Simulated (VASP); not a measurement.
# Hf (P6_3/mmc) in VASP: notebook

The runs below take Hf through single point, with B3LYP5, PBEsol.

Everything below comes from runs of VASP 6.6.1. Logs are shortened: lines on timing, memory, paths and dates and some standing lists are left out, and cuts for length are marked.

## (1) The cell of the first run

The structure is hexagonal, space group P6_3/mmc (No. 194). Conventional cell: a = 3.218 Å, b = 3.218 Å, c = 5.091 Å, α = 90.00°, β = 90.00°, γ = 120.00°. Hf (site symmetry -6m2) has 12 Hf at 3.15 to 3.22 Å within 4.1 Å.

## (2) Single point, B3LYP5

POSCAR reads:

```
Hf
1.0
    3.2178708157      0.0000000000      0.0000000000
   -1.6089354078      2.7867578725      0.0000000000
    0.0000000000      0.0000000000      5.0912963404
Hf
2
Direct
    0.6666666667      0.3333333333      0.7500000000
    0.3333333333      0.6666666667      0.2500000000
```

INCAR.step1 reads:

```
SYSTEM = Hf
PREC     = Accurate       ! precision mode
ENCUT    = 520            ! plane-wave cutoff, eV
EDIFF    = 1E-5           ! SCF threshold, eV
ISMEAR   = -1             ! smearing method
SIGMA    = 0.05           ! smearing width, eV
LREAL    = .False.        ! projectors in reciprocal space
LASPH    = .True.         ! aspherical terms in the spheres
NELM     = 80             ! most SCF steps
ALGO     = Normal         ! electronic algorithm
ISIF     = 2              ! what is computed and relaxed
LWAVE    = .True.         ! write WAVECAR
LCHARG   = .False.        ! write CHGCAR
NBANDS   = 17             ! bands
GGA      = PE             ! functional
```

INCAR.step2 reads:

```
SYSTEM = Hf
PREC     = Accurate       ! precision mode
ENCUT    = 520            ! plane-wave cutoff, eV
EDIFF    = 1E-6           ! SCF threshold, eV
ISMEAR   = -1             ! smearing method
SIGMA    = 0.05           ! smearing width, eV
LREAL    = .False.        ! projectors in reciprocal space
LASPH    = .True.         ! aspherical terms in the spheres
NELM     = 80             ! most SCF steps
ALGO     = Normal         ! electronic algorithm
ISIF     = 2              ! what is computed and relaxed
LWAVE    = .False.        ! write WAVECAR
LCHARG   = .False.        ! write CHGCAR
GGA      = B5             ! functional
LHFCALC  = .True.         ! exact exchange
AEXX     = 0.2            ! exact-exchange fraction
AGGAX    = 0.72         
AGGAC    = 0.81         
ALDAC    = 0.19         
PRECFOCK = Normal       
NBANDS   = 17             ! bands
ISTART   = 1
```

KPOINTS reads:

```
Automatic mesh
0
Gamma
  5 5 3
  0 0 0
```

Potentials or basis: VASP PAW PBE potentials, release 64 (Hf_pv).

On the command line:

```console
> cat potpaw_PBE.64/Hf_pv/POTCAR > POTCAR
> cp INCAR.step1 INCAR
> mpirun -np 1 vasp_std > vasp.out
> cp INCAR.step2 INCAR
> mpirun -np 1 vasp_std > vasp.out
```

OUTCAR:

```text
SYSTEM = Hf
   PREC = Accurate
   ENCUT = 520
   EDIFF = 1E-6
   ISMEAR = -1
   LREAL = .False.
   LASPH = .True.
   NELM = 80
   ISIF = 2
   GGA = B5
   LHFCALC = .True.
   AEXX = 0.2
   PRECFOCK = Normal
   ISTART = 1

 ion  position               nearest neighbor table
   1  0.667  0.333  0.750-   2 3.15   2 3.15   2 3.15   2 3.15   2 3.15   2 3.15
   2  0.333  0.667  0.250-   1 3.15   1 3.15   1 3.15   1 3.15   1 3.15   1 3.15

  LATTYP: Found a hexagonal cell.
 ALAT       =     3.2178708157
 C/A-ratio  =     1.5821941377

  Lattice vectors:

 A1 = (   3.2178708157,   0.0000000000,   0.0000000000)
 A2 = (  -1.6089354078,   2.7867578725,   0.0000000000)
 A3 = (   0.0000000000,   0.0000000000,   5.0912963404)

Analysis of symmetry for initial positions (statically):
=====================================================================
 Subroutine PRICEL returns:
 Original cell was already a primitive cell.

 Routine SETGRP: Setting up the symmetry group for a
 hexagonal supercell.

 Subroutine GETGRP returns: Found 24 space group operations
 (whereof 12 operations were pure point group operations)
 out of a pool of 24 trial point group operations.

The static configuration has the point symmetry D_3d.
 The point group associated with its full space group is D_6h.

Analysis of symmetry for dynamics (positions and initial velocities):
=====================================================================
 Subroutine PRICEL returns:
 Original cell was already a primitive cell.

 Routine SETGRP: Setting up the symmetry group for a
 hexagonal supercell.

 Subroutine GETGRP returns: Found 24 space group operations
 (whereof 12 operations were pure point group operations)
 out of a pool of 24 trial point group operations.

The dynamic configuration has the point symmetry D_3d.
 The point group associated with its full space group is D_6h.

 Subroutine INISYM returns: Found 24 space group operations
 (whereof 12 operations are pure point group operations),
 and found     1 'primitive' translations

----------------------------------------------------------------------------------------

                                     Primitive cell

  volume of cell :      45.6558

  direct lattice vectors                    reciprocal lattice vectors
     3.217870816  0.000000000  0.000000000     0.310764495  0.179419965  0.000000000
    -1.608935408  2.786757872  0.000000000     0.000000000  0.358839930  0.000000000
[... 78 lines left out ...]
   POTIM  = 0.5000    time-step for ionic-motion
   TEBEG  =    0.0;   TEEND  =   0.0 temperature during run
   PSTRESS=    0.0 pullay stress
   NELECT =      20.0000    total number of electrons
   NUPDOWN=      -1.0000    fix difference up-down
   EMIN   =  10.00;   EMAX   =-10.00  energy-range for DOS
   EFERMI =   0.00;   METHOD = LEGACY
   ISMEAR =    -1;   SIGMA  =   0.05  broadening in eV -4-tet -1-fermi 0-gaus
   EFERMI_NEDOS =   21; number of points for ismear=-14 and -15
   IALGO  =     38    algorithm
   IMIX   =      1    mixing-type and parameters
     AMIX     =   0.40;   BMIX     =  1.00
     AMIX_MAG =   1.60;   BMIX_MAG =  1.00
  volume/ion in A,a.u.               =      22.83       154.05
  Fermi-wavevector in a.u.,A,eV,Ry     =   1.243329  2.349551 21.032800  1.545867
  Thomas-Fermi vector in A             =   2.377645
   LORBIT       =      0    0 simple, 1 ext, 2 COOP (PROOUT), +10 PAW based schemes
   GGA     = B5    functional components
   LHFCALC =     T    Hartree Fock is set to
   PRECFOCK=normal    Normal, Fast or Accurate (Low or Medium for compatibility)
   ENCUT4O =  -1.0   cutoff for four orbital integrals eV
   NKREDX  =     1    reduce k-point grid by
   NKREDY  =     1    reduce k-point grid by
   NKREDZ  =     1    reduce k-point grid by
   AEXX    =    0.2000 exact exchange contribution
   HFSCREEN=    0.0000 screening length (either q_TF or 0.3 A-1)
   HFSCREENC=   0.0000 screening length for correlation (either q_TF or 0.3 A-1)
   ENCUTFOCK=  -1.0 apply spherical cutoff to Coloumb kernel
   IVDW    =     0    specifies the selected vdW correction
   LEPSILON=     F    determine dielectric tensor
   LRPA    =     F    only Hartree local field effects (RPA)
 non-spin polarized calculation
  energy-cutoff  :      520.00
  volume of cell :       45.66
 maximum number of plane-waves:      1244
 NGX is ok and might be reduce to    24
  NGX = 18; NGY = 18; NGZ = 30

 number of electron      20.0000007 magnetization

 Free energy of the ion-electron system (eV)
  ---------------------------------------------------
  ext. energy  EPLUGINS =         0.00000000
  ---------------------------------------------------
  free energy    TOTEN  =       -21.23868641 eV

  energy without entropy =      -21.22818265  energy(sigma->0) =      -21.23343453

 E-fermi :   5.1728     XC(G=0):  -8.8263

 val. band max:        4.8712642523   @ k =   0.4000   0.2000   0.3333
 cond. band min:       5.2069339135   @ k =   0.2000  -0.0000   0.3333
 fundamental gap:      0.3356696612
 Fermi energy:         5.1728323125

 k-point     1 :       0.0000    0.0000    0.0000
  band No.  band energies     occupation
      1     -28.1814      2.00000
      2     -27.4111      2.00000
      3     -27.4111      2.00000
      4     -27.2825      2.00000
      5     -27.2825      2.00000
      6     -27.2751      2.00000
[... 177 lines left out ...]
      4     -27.5971      2.00000
      5     -27.4908      2.00000
      6     -27.4197      2.00000
[... 9 lines left out ...]
     16      11.6375      0.00000
     17      12.9783      0.00000

------------------------ aborting loop because EDIFF is reached ----------------------------------------

  FORCE on cell =-STRESS in cart. coord.  units (eV):
  Direction    XX          YY          ZZ          XY          YZ          ZX
  --------------------------------------------------------------------------------------
  -------------------------------------------------------------------------------------
  Total       -0.1715794     -0.1715794     -0.2766586     -0.0000000     -0.0000000      0.0000000
  in kB       -6.0211517     -6.0211517     -9.7086431     -0.0000000     -0.0000000      0.0000000
  external PRESSURE =      -7.2503155 kB  Pullay stress =       0.0000000 kB

 VOLUME and BASIS-vectors are now :
 -----------------------------------------------------------------------------
  energy-cutoff  :      520.00
  volume of cell :       45.66
      direct lattice vectors                 reciprocal lattice vectors
     3.217870816  0.000000000  0.000000000     0.310764495  0.179419965  0.000000000
    -1.608935408  2.786757872  0.000000000     0.000000000  0.358839930  0.000000000
     0.000000000  0.000000000  5.091296340     0.000000000  0.000000000  0.196413631

 POSITION                                       TOTAL-FORCE (eV/Angst)
 -----------------------------------------------------------------------------------
      1.60894      0.92892      3.81847        -0.000000      0.000000      0.000000
     -0.00000      1.85784      1.27282         0.000000     -0.000000     -0.000000
 -----------------------------------------------------------------------------------
    total drift:                                0.000000      0.000000     -0.000000

  FREE ENERGIE OF THE ION-ELECTRON SYSTEM (eV)
  ---------------------------------------------------
  free  energy   TOTEN  =       -21.2386864133 eV

  energy  without entropy=      -21.2281826516  energy(sigma->0) =      -21.23343453
```

OUTCAR.step1:

```text
SYSTEM = Hf
   PREC = Accurate
   ENCUT = 520
   EDIFF = 1E-5
   ISMEAR = -1
   LREAL = .False.
[... 408 lines left out ...]
      1.60894      0.92892      3.81847         0.000000      0.000000      0.000000
     -0.00000      1.85784      1.27282        -0.000000     -0.000000      0.000000
 -----------------------------------------------------------------------------------
    total drift:                               -0.000000      0.000000     -0.000000

  FREE ENERGIE OF THE ION-ELECTRON SYSTEM (eV)
  ---------------------------------------------------
  free  energy   TOTEN  =       -19.8523150726 eV

  energy  without entropy=      -19.8304171469  energy(sigma->0) =      -19.84136611
```

OSZICAR.step1:

```text
N       E                     dE             d eps       ncg     rms          rms(c)
DAV:   1     0.497975113813E+02    0.49798E+02   -0.11294E+04   340   0.112E+03
DAV:   2    -0.187383677699E+02   -0.68536E+02   -0.66998E+02   440   0.248E+02
DAV:   3    -0.205579200239E+02   -0.18196E+01   -0.18070E+01   453   0.269E+01
DAV:   4    -0.205720682701E+02   -0.14148E-01   -0.14141E-01   437   0.290E+00
DAV:   5    -0.205722264928E+02   -0.15822E-03   -0.15819E-03   428   0.266E-01    0.618E+01
DAV:   6    -0.200442614981E+02    0.52796E+00   -0.50598E-01   400   0.454E+00    0.368E+01
DAV:   7    -0.198632933072E+02    0.18097E+00   -0.85533E-01   416   0.566E+00    0.198E+00
DAV:   8    -0.198522199897E+02    0.11073E-01   -0.55239E-02   385   0.152E+00    0.824E-02
DAV:   9    -0.198523269756E+02   -0.10699E-03   -0.11548E-03   444   0.239E-01    0.179E-01
DAV:  10    -0.198523130683E+02    0.13907E-04   -0.74814E-05   385   0.567E-02    0.236E-01
DAV:  11    -0.198523150726E+02   -0.20043E-05   -0.71797E-06   227   0.194E-02
   1 F= -.19852315E+02 E0= -.19841366E+02  d E =-.218979E-01
```

It took 9.1 min on 1 thread of Intel Xeon Platinum 8488C (Sapphire Rapids), shared host; peak memory 0.17 GiB.

What came out:

```
Free energy            : -21.2387 eV
Pressure               : -0.7 GPa
Band gap on the k mesh : zero (bands 10 and 11 overlap by 1.96 eV)
```

Caveat: the k points lie up to 0.45 Å⁻¹ apart, too coarse for converged energies and pressures of a metal; the PAW data sets were made with another functional, which shifts forces and pressure a little; spin-orbit coupling is left out, which moves the levels of the heavy elements.

## (3) Single point, B3LYP5

This run uses another cell than the first one, of 23.28 Å³/atom.

POSCAR reads:

```
Hf
1.0
    3.2387666662      0.0000000000      0.0000000000
   -1.6193833331      2.8048542099      0.0000000000
    0.0000000000      0.0000000000      5.1243576326
Hf
2
Direct
    0.6666666667      0.3333333333      0.7500000000
    0.3333333333      0.6666666667      0.2500000000
```

INCAR.step1 reads:

```
SYSTEM = Hf
PREC = Accurate ; ENCUT = 520
EDIFF = 1E-5 ; ISMEAR = -1
SIGMA = 0.05 ; LREAL = .False.
LASPH = .True. ; NELM = 80
ALGO = Normal ; ISIF = 2
LWAVE = .True. ; LCHARG = .False.
GGA = PE ; NBANDS = 17
```

INCAR.step2 reads:

```
SYSTEM = Hf
PREC = Accurate ; ENCUT = 520
EDIFF = 1E-6 ; ISMEAR = -1
SIGMA = 0.05 ; LREAL = .False.
LASPH = .True. ; NELM = 80
ALGO = Normal ; ISIF = 2
LWAVE = .False. ; LCHARG = .False.
GGA = B5 ; LHFCALC = .True.
AEXX = 0.2 ; AGGAX = 0.72
AGGAC = 0.81 ; ALDAC = 0.19
PRECFOCK = Normal ; ISTART = 1
NBANDS = 17
```

KPOINTS is that of step 2.

Potentials or basis: VASP PAW PBE potentials, release 64 (Hf_pv).

On the command line:

```console
> cat potpaw_PBE.64/Hf_pv/POTCAR > POTCAR
> cp INCAR.step1 INCAR
> mpirun -np 1 vasp_std > vasp.out
> cp INCAR.step2 INCAR
> mpirun -np 1 vasp_std > vasp.out
```

It took 13 min on 1 thread of Intel Xeon Platinum 8488C (Sapphire Rapids), shared host; peak memory 0.18 GiB.

Results (log left out):

- Free energy: -21.2288 eV
- Pressure: -2.8 GPa
- Band gap on the k mesh: zero (bands 10 and 11 overlap by 1.93 eV)

Stress tensor (GPa, compression positive):
```
-2.62  0.00  0.00
 0.00 -2.62  0.00
 0.00  0.00 -3.19
```

Levels at points of the mesh, in eV from the Fermi level:
```tsv
k point	band 8	band 9	band 10	band 11	band 12	band 13
(0.00, 0.00, 0.00)	-4.38	0.62	1.63	1.63	2.01	2.55
```

Caveat: the k points lie up to 0.45 Å⁻¹ apart, too coarse for converged energies and pressures of a metal; the PAW data sets were made with another functional, which shifts forces and pressure a little; spin-orbit coupling is left out, which moves the levels of the heavy elements.

## (4) Single point, B3LYP5

This run uses another cell than the first one, of 23.72 Å³/atom.

POSCAR reads:

```
Hf
1.0
    3.2593963094      0.0000000000      0.0000000000
   -1.6296981547      2.8227200050      0.0000000000
    0.0000000000      0.0000000000      5.1569977332
Hf
2
Direct
    0.6666666667      0.3333333333      0.7500000000
    0.3333333333      0.6666666667      0.2500000000
```

INCAR.step1 reads:

```
PREC = Accurate
ENCUT = 520
EDIFF = 1E-5
ISMEAR = -1
SIGMA = 0.05
LREAL = F
LASPH = T
NELM = 60
ALGO = Normal
ISIF = 2
LWAVE = T
LCHARG = F
GGA = PE
NBANDS = 17
```

INCAR.step2 reads:

```
PREC = Accurate
ENCUT = 520
EDIFF = 1E-7
ISMEAR = -1
SIGMA = 0.05
LREAL = F
LASPH = T
NELM = 60
ALGO = Normal
ISIF = 2
LWAVE = F
LCHARG = F
GGA = B5
LHFCALC = T
AEXX = 0.2
AGGAX = 0.72
AGGAC = 0.81
ALDAC = 0.19
PRECFOCK = Normal
ISTART = 1
NBANDS = 17
```

KPOINTS reads:

```
Automatic mesh
0
Gamma
  5 5 3
```

On the command line:

```console
> cat potpaw_PBE.64/Hf_pv/POTCAR > POTCAR
> cp INCAR.step1 INCAR
> mpirun -np 1 vasp_std > vasp.out
> cp INCAR.step2 INCAR
> mpirun -np 1 vasp_std > vasp.out
```

Run time: 17 min. Hardware: 1 thread of Intel Xeon Platinum 8488C (Sapphire Rapids), shared host; peak memory 0.18 GiB.

Results (log left out):

| Property | Result |
| --- | --- |
| Free energy | -21.2078 eV |
| Pressure | -4.7 GPa |
| Band gap on the k mesh | zero (bands 10 and 11 overlap by 1.91 eV) |

Stress tensor (GPa, compression positive):
```
-4.45  0.00  0.00
 0.00 -4.45  0.00
 0.00  0.00 -5.21
```

Levels at points of the mesh, in eV from the Fermi level:
| k point | band 7 | band 8 | band 9 | band 10 | band 11 | band 12 | band 13 | band 14 |
| --- | --- | --- | --- | --- | --- | --- | --- | --- |
| (0.00, 0.00, 0.00) | -8.34 | -4.34 | 0.54 | 1.60 | 1.60 | 1.97 | 2.50 | 2.50 |

Caveat: the k points lie up to 0.45 Å⁻¹ apart, too coarse for converged energies and pressures of a metal; the PAW data sets were made with another functional, which shifts forces and pressure a little; spin-orbit coupling is left out, which moves the levels of the heavy elements.

## (5) Single point, PBEsol, non-collinear spin, zero start, spin-orbit coupling

This run uses another cell than the first one, of 22.38 Å³/atom.

INCAR reads:

```
SYSTEM = Hf
PREC = Accurate
ENCUT = 520
EDIFF = 1E-6
ISMEAR = -1
SIGMA = 0.05
LREAL = .False.
LASPH = .True.
NELM = 150
ALGO = Fast
ISIF = 2
LWAVE = .False.
LCHARG = .False.
LNONCOLLINEAR = .True.
MAGMOM = 0 0 0 0 0 0
LORBIT = 11
LSORBIT = .True.
GGA_COMPAT = .False.
LORBMOM = .True.
LMAXMIX = 4
GGA = PS
NBANDS = 32
```

KPOINTS reads:

```
regular mesh
0
Gamma
  10 10 5
  0 0 0
```

POSCAR reads:

```
Hf
1.0
    3.1967000000      0.0000000000      0.0000000000
   -1.5983500000      2.7684234083      0.0000000000
    0.0000000000      0.0000000000      5.0578000000
Hf
2
Direct
    0.6666666667      0.3333333333      0.7500000000
    0.3333333333      0.6666666667      0.2500000000
```

On the command line:

```console
> cat potpaw_PBE.64/Hf_pv/POTCAR > POTCAR
> mpirun -np 1 vasp_ncl > vasp.out
```

Wall time 3.7 min (1 thread of Intel Xeon 8259CL, shared host); peak memory 0.3 GiB.

Results (log left out):

```yaml
Free_energy: -22.3628 eV
Pressure: -4.7 GPa
Net_moment: 0.00 μB per cell
Valence_electrons_inside_the_program's_atomic_spheres: Hf 8.39
```

Stress tensor (GPa, compression positive):
```
-4.53  0.00  0.00
 0.00 -4.53  0.00
 0.00  0.00 -4.97
```

Moments on the atoms (μB; x, y, z):
```
Hf  0.00 0.00 0.00
Hf  0.00 0.00 0.00
```

Caveat: the cell stands under tension; the PAW data sets were made with another functional, which shifts forces and pressure a little.

## (6) Overview

```csv
level,spin,cell,k mesh,grid for exact exchange (PRECFOCK),share of exact exchange,gap on the mesh (eV),pressure (GPa)
B3LYP5,off,"a = 3.218, b = 3.218, c = 5.091 Å, angles 90.0, 90.0, 120.0°, 2 atoms",5 × 5 × 3,Normal,0.2,none,-0.7
B3LYP5,off,"a = 3.239, b = 3.239, c = 5.124 Å, angles 90.0, 90.0, 120.0°, 2 atoms",5 × 5 × 3,Normal,0.2,none,-2.8
B3LYP5,off,"a = 3.259, b = 3.259, c = 5.157 Å, angles 90.0, 90.0, 120.0°, 2 atoms",5 × 5 × 3,Normal,0.2,none,-4.7
PBEsol,"non-collinear, zero start, SOC","a = 3.197, b = 3.197, c = 5.058 Å, angles 90.0, 90.0, 120.0°, 2 atoms",10 × 10 × 5,-,-,-,-4.7
```

Alike in all rows: task single point; potentials or basis VASP PAW PBE potentials, release 64 (Hf_pv); cutoff (eV) 520; smearing fermi-dirac 0.05 eV.

Caveats: some runs use coarse meshes; the PAW data sets were made with another functional, which shifts forces and pressure a little; spin-orbit coupling is left out, which moves the levels of the heavy elements (at least some runs); the cell stands under tension (at least some runs).

Absolute energies hang on the potentials; compare differences alone.
